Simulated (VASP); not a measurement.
# Cd3Te2Se (I-4m2) in VASP: further runs

Aim: see how the results for Cd3Te2Se move with the level of theory and the settings. Levels: PBE, PBEsol. Tasks: single point.

Everything below comes from runs of VASP 6.6.1. Logs are shortened: lines on timing, memory, paths and dates and some standing lists are left out, and cuts for length are marked.

## (1) The cell of the first run

Symmetry: I-4m2, No. 119, tetragonal system. The conventional cell has a = 4.584 Å, b = 4.584 Å, c = 19.390 Å, α = 90.00°, β = 90.00°, γ = 90.00°. Within 3.6 Å of Cd (site symmetry 2mm) lie 2 Se at 2.72 Å and 2 Te at 2.85 Å. Within 3.8 Å of Cd (site symmetry -4m2) lie 4 Te at 2.85 Å. Within 3.8 Å of Te (site symmetry 2mm) lie 4 Cd at 2.85 Å. Se (site symmetry -4m2) has 4 Cd at 2.72 Å within 3.6 Å.

## (2) Single point, PBE

The input, INCAR:

```
SYSTEM = Cd3Te2Se
ALGO     = Normal         ! electronic algorithm
EDIFF    = 1E-6           ! SCF threshold, eV
ENCUT    = 520            ! plane-wave cutoff, eV
GGA      = PE             ! functional
ISIF     = 2              ! what is computed and relaxed
ISMEAR   = 0              ! smearing method
LASPH    = .TRUE.         ! aspherical terms in the spheres
LCHARG   = .TRUE.         ! write CHGCAR
LELF     = .TRUE.         ! ELF
LREAL    = .FALSE.        ! projectors in reciprocal space
LVHAR    = .TRUE.       
LWAVE    = .FALSE.        ! write WAVECAR
NBANDS   = 36             ! bands
NELM     = 60             ! most SCF steps
PREC     = Accurate       ! precision mode
SIGMA    = 0.1            ! smearing width, eV
```

The input, KPOINTS:

```
k-points
0
G
  6 6 6
  0 0 0
```

The input, POSCAR:

```
Cd3Te2Se
1.0
   -2.2918492927      2.2918492927      9.6949643425
    2.2918492927     -2.2918492927      9.6949643425
    2.2918492927      2.2918492927     -9.6949643425
Cd Te Se
3 2 1
Direct
    0.8255767831      0.8255767831      0.0000000000
    0.5000000000      0.5000000000      0.0000000000
    0.1744232169      0.1744232169      0.0000000000
    0.4126646325      0.9126646325      0.5000000000
    0.0873353675      0.5873353675      0.5000000000
    0.7500000000      0.2500000000      0.5000000000
```

Potentials or basis: VASP PAW PBE potentials, release 64 (Cd, Te, Se).

Command:

```bash
$ cat potpaw_PBE.64/Cd/POTCAR potpaw_PBE.64/Te/POTCAR potpaw_PBE.64/Se/POTCAR > POTCAR
$ mpirun -np 1 vasp_std > vasp.out
```

OUTCAR:

```text
SYSTEM = Cd3Te2Se
   EDIFF = 1E-6
   ENCUT = 520
   GGA = PE
   ISIF = 2
   ISMEAR = 0
   LASPH = .TRUE.
   LREAL = .FALSE.
   NELM = 60
   PREC = Accurate

 ion  position               nearest neighbor table
   1  0.826  0.826  0.000-   6 2.72   6 2.72   4 2.85   4 2.85
   2  0.500  0.500  0.000-   5 2.85   4 2.85   5 2.85   4 2.85
   3  0.174  0.174  0.000-   6 2.72   6 2.72   5 2.85   5 2.85
   4  0.413  0.913  0.500-   1 2.85   1 2.85   2 2.85   2 2.85
   5  0.087  0.587  0.500-   3 2.85   3 2.85   2 2.85   2 2.85
   6  0.750  0.250  0.500-   1 2.72   3 2.72   1 2.72   3 2.72

  LATTYP: Found a body centered tetragonal cell.
 ALAT       =     4.5836985854
 C/A-ratio  =     4.2301927851

  Lattice vectors:

 A1 = (  -2.2918492927,   2.2918492927,   9.6949643425)
 A2 = (   2.2918492927,  -2.2918492927,   9.6949643425)
 A3 = (   2.2918492927,   2.2918492927,  -9.6949643425)

Analysis of symmetry for initial positions (statically):
=====================================================================
 Subroutine PRICEL returns:
 Original cell was already a primitive cell.

 Routine SETGRP: Setting up the symmetry group for a
 body centered tetragonal supercell.

 Subroutine GETGRP returns: Found  8 space group operations
 (whereof  8 operations were pure point group operations)
 out of a pool of 16 trial point group operations.

The static configuration has the point symmetry D_2d.

Analysis of symmetry for dynamics (positions and initial velocities):
=====================================================================
 Subroutine PRICEL returns:
 Original cell was already a primitive cell.

 Routine SETGRP: Setting up the symmetry group for a
 body centered tetragonal supercell.

 Subroutine GETGRP returns: Found  8 space group operations
 (whereof  8 operations were pure point group operations)
 out of a pool of 16 trial point group operations.

The dynamic configuration has the point symmetry D_2d.

 Subroutine INISYM returns: Found  8 space group operations
 (whereof  8 operations are pure point group operations),
 and found     1 'primitive' translations

----------------------------------------------------------------------------------------

                                     Primitive cell

  volume of cell :     203.6940

  direct lattice vectors                    reciprocal lattice vectors
    -2.291849293  2.291849293  9.694964343     0.000000000  0.218164432  0.051573165
     2.291849293 -2.291849293  9.694964343     0.218164432  0.000000000  0.051573165
     2.291849293  2.291849293 -9.694964343     0.218164432  0.218164432  0.000000000

  length of vectors
    10.222400890 10.222400890 10.222400890     0.224177410  0.224177410  0.308531099

  position of ions in fractional coordinates (direct lattice)
     0.825576783  0.825576783  0.000000000
     0.500000000  0.500000000  0.000000000
     0.174423217  0.174423217  0.000000000
     0.412664632  0.912664632  0.500000000
     0.087335368  0.587335368  0.500000000
     0.750000000  0.250000000  0.500000000

  ion indices of the primitive-cell ions
   primitive index   ion index
                 1           1
                 2           2
                 3           3
                 4           4
                 5           5
                 6           6

----------------------------------------------------------------------------------------

 KPOINTS: k-points

Automatic generation of k-mesh.
 Grid dimensions read from file:
 generate k-points for:    6    6    6

 Generating k-lattice:

  Cartesian coordinates                     Fractional coordinates (reciprocal lattice)
     0.000000000  0.036360739  0.008595528     0.166666667  0.000000000 -0.000000000
     0.036360739  0.000000000  0.008595528     0.000000000  0.166666667 -0.000000000
     0.036360739  0.036360739  0.000000000     0.000000000  0.000000000  0.166666667

  Length of vectors
     0.037362902  0.037362902  0.051421850

  Shift w.r.t. Gamma in fractional coordinates (k-lattice)
     0.000000000  0.000000000  0.000000000

 Subroutine IBZKPT returns following result:
 ===========================================

 Found     30 irreducible k-points:

 Following reciprocal coordinates:
            Coordinates               Weight
  0.000000  0.000000  0.000000      1.000000
  0.166667  0.000000  0.000000      8.000000
  0.333333  0.000000  0.000000      8.000000
  0.500000  0.000000  0.000000      4.000000
  0.166667  0.166667 -0.000000      8.000000
  0.333333  0.166667  0.000000     16.000000
[... 16 lines left out ...]
 -0.333333 -0.333333  0.166667      8.000000
 -0.166667 -0.333333  0.166667      8.000000
 [... further k-points ...]
   k-points           NKPTS =     30   k-points in BZ     NKDIM =     30   number of bands    NBANDS=     36
   number of dos      NEDOS =    301   number of ions     NIONS =      6
   total plane-waves  NPLWV = 512000
   dimension x,y,z NGX =    80 NGY =   80 NGZ =   80
   dimension x,y,z NGXF=   160 NGYF=  160 NGZF=  160
   ions per type =               3   2   1
   NGX,Y,Z   is equivalent  to a cutoff of  13.01, 13.01, 13.01 a.u.
   NGXF,Y,Z  is equivalent  to a cutoff of  26.02, 26.02, 26.02 a.u.
 SYSTEM =  Cd3Te2Se
   PREC   = accura    normal or accurate (medium, high low for compatibility)
   ISTART =      0    job   : 0-new  1-cont  2-samecut
   ICHARG =      2    charge: 1-file 2-atom 10-const
   ISPIN  =      1    spin polarized calculation?
   LNONCOLLINEAR =      F non collinear calculations
   LSORBIT =      F    spin-orbit coupling
   LASPH  =      T    aspherical Exc in radial PAW
   ENCUT  =  520.0 eV  38.22 Ry    6.18 a.u.  19.01 19.01 19.01*2*pi/ulx,y,z
   NELM   =     60;   NELMIN=  2; NELMDL= -5     # of ELM steps
   EDIFF  = 0.1E-05   stopping-criterion for ELM
   LREAL  =      F    real-space projection
   EDIFFG = 0.1E-04   stopping-criterion for IOM
   NSW    =      0    number of steps for IOM
   IBRION =     -1    ionic relax: 0-MD 1-quasi-New 2-CG
   NFREE  =      0    steps in history (QN), initial steepest desc. (CG)
   ISIF   =      2    stress and relaxation
   ISYM   =      2    0-nonsym 1-usesym 2-fastsym
   POTIM  = 0.5000    time-step for ionic-motion
   TEBEG  =    0.0;   TEEND  =   0.0 temperature during run
   PSTRESS=    0.0 pullay stress
   NELECT =      54.0000    total number of electrons
   NUPDOWN=      -1.0000    fix difference up-down
   EMIN   =  10.00;   EMAX   =-10.00  energy-range for DOS
   EFERMI =   0.00;   METHOD = LEGACY
   ISMEAR =     0;   SIGMA  =   0.10  broadening in eV -4-tet -1-fermi 0-gaus
   EFERMI_NEDOS =   21; number of points for ismear=-14 and -15
   IALGO  =     38    algorithm
   IMIX   =      4    mixing-type and parameters
     AMIX     =   0.40;   BMIX     =  1.00
     AMIX_MAG =   1.60;   BMIX_MAG =  1.00
  volume/ion in A,a.u.               =      33.95       229.10
  Fermi-wavevector in a.u.,A,eV,Ry     =   1.051671  1.987370 15.048211  1.106012
  Thomas-Fermi vector in A             =   2.186724
   LORBIT       =      0    0 simple, 1 ext, 2 COOP (PROOUT), +10 PAW based schemes
   GGA     = PE    functional components
   LHFCALC =     F    Hartree Fock is set to
   AEXX    =    0.0000 exact exchange contribution
   IVDW    =     0    specifies the selected vdW correction
   LEPSILON=     F    determine dielectric tensor
   LRPA    =     F    only Hartree local field effects (RPA)
 non-spin polarized calculation
 Gauss-broadening in eV      SIGMA  =   0.10
  energy-cutoff  :      520.00
  volume of cell :      203.69
 maximum number of plane-waves:      5520
 NGX is ok and might be reduce to    80
   NGX = 39   NGY = 39   NGZ = 39

 number of electron      53.9999998 magnetization

 Free energy of the ion-electron system (eV)
  ---------------------------------------------------
  ext. energy  EPLUGINS =         0.00000000
  ---------------------------------------------------
  free energy    TOTEN  =       -15.05734298 eV

  energy without entropy =      -15.05733818  energy(sigma->0) =      -15.05734058

 E-fermi :   1.7266     XC(G=0):  -8.4246

 val. band max:        1.4924960901   @ k =   0.0000   0.0000   0.0000
 cond. band min:       1.9442945136   @ k =   0.0000   0.0000   0.0000
 fundamental gap:      0.4517984236
 Fermi energy:         1.7266367585

 k-point     1 :       0.0000    0.0000    0.0000
  band No.  band energies     occupation
      1     -10.7815      2.00000
      2      -9.2130      2.00000
      3      -8.9955      2.00000
      4      -6.5542      2.00000
      5      -6.5542      2.00000
      6      -6.5499      2.00000
[... 28 lines left out ...]
     35       6.4896      0.00000
     36       8.7736      0.00000

 k-point     2 :       0.1667    0.0000    0.0000
  band No.  band energies     occupation
      1     -10.7556      2.00000
      2      -9.1696      2.00000
      3      -8.9801      2.00000
      4      -6.5431      2.00000
      5      -6.5346      2.00000
      6      -6.5031      2.00000
[... 28 lines left out ...]
     35       6.8666      0.00000
     36       7.6208      0.00000

 k-point     3 :       0.3333    0.0000    0.0000
  band No.  band energies     occupation
      1     -10.7037      2.00000
      2      -9.0699      2.00000
      3      -8.9602      2.00000
      4      -6.5154      2.00000
      5      -6.5087      2.00000
      6      -6.4930      2.00000
[... 28 lines left out ...]
     35       7.2779      0.00000
     36       7.4310      0.00000
[... 742 lines left out ...]
 k-point    23 :      -0.3333   -0.3333    0.1667
  band No.  band energies     occupation
      1     -10.7304      2.00000
      2      -9.1299      2.00000
      3      -8.9619      2.00000
      4      -6.5255      2.00000
      5      -6.5122      2.00000
      6      -6.4990      2.00000
[... 28 lines left out ...]
     35       7.0834      0.00000
     36       7.3755      0.00000

 k-point    24 :      -0.1667   -0.3333    0.1667
  band No.  band energies     occupation
      1     -10.7551      2.00000
      2      -9.1724      2.00000
      3      -8.9785      2.00000
      4      -6.5366      2.00000
      5      -6.5353      2.00000
      6      -6.4957      2.00000
[... 28 lines left out ...]
     35       6.7864      0.00000
     36       7.4967      0.00000

 [... further k-points ...]

------------------------ aborting loop because EDIFF is reached ----------------------------------------

  FORCE on cell =-STRESS in cart. coord.  units (eV):
  Direction    XX          YY          ZZ          XY          YZ          ZX
  --------------------------------------------------------------------------------------
  -------------------------------------------------------------------------------------
  Total        0.2432104      0.2432104      0.1828528      0.0000000      0.0000000      0.0000000
  in kB        1.9129976      1.9129976      1.4382486      0.0000000      0.0000000      0.0000000
  external PRESSURE =       1.7547479 kB  Pullay stress =       0.0000000 kB

 VOLUME and BASIS-vectors are now :
 -----------------------------------------------------------------------------
  energy-cutoff  :      520.00
  volume of cell :      203.69
      direct lattice vectors                 reciprocal lattice vectors
    -2.291849293  2.291849293  9.694964343     0.000000000  0.218164432  0.051573165
     2.291849293 -2.291849293  9.694964343     0.218164432  0.000000000  0.051573165
     2.291849293  2.291849293 -9.694964343     0.218164432  0.218164432  0.000000000

 POSITION                                       TOTAL-FORCE (eV/Angst)
 -----------------------------------------------------------------------------------
      0.00000      0.00000     16.00787        -0.000000      0.000000      0.009011
      0.00000      0.00000      9.69496        -0.000000      0.000000      0.000000
      0.00000      0.00000      3.38205        -0.000000      0.000000     -0.009011
      2.29185     -0.00000      8.00154         0.000000     -0.000000      0.004859
      2.29185      0.00000      1.69343         0.000000     -0.000000     -0.004859
      0.00000      2.29185      4.84748        -0.000000      0.000000      0.000000
 -----------------------------------------------------------------------------------
    total drift:                               -0.000001      0.000001     -0.000000

  FREE ENERGIE OF THE ION-ELECTRON SYSTEM (eV)
  ---------------------------------------------------
  free  energy   TOTEN  =       -15.0573429775 eV

  energy  without entropy=      -15.0573381841  energy(sigma->0) =      -15.05734058
```

It took 15 min on 1 thread of Intel Xeon Platinum 8259CL at 2.50GHz (Skylake/Cascade Lake), shared host; peak memory 1 GiB.

What came out:

| Property | Result |
| --- | --- |
| Free energy | -15.0573 eV |
| Pressure | 0.2 GPa |
| Largest force | 0.009 eV/Å |
| Band gap on the k mesh | 0.45 eV |

Forces in eV/Å, atoms in the order of the input:
```
Cd   0.000  0.000  0.009
Cd   0.000  0.000  0.000
Cd   0.000  0.000 -0.009
Te   0.000  0.000  0.005
Te   0.000  0.000 -0.005
Se   0.000  0.000  0.000
```

Caveat: semilocal functionals underestimate gaps, and a narrow one can read as zero; spin-orbit coupling is left out, which moves the levels of the heavy elements. A k mesh can miss the band edges.

(Continued in part 2 of 2.)
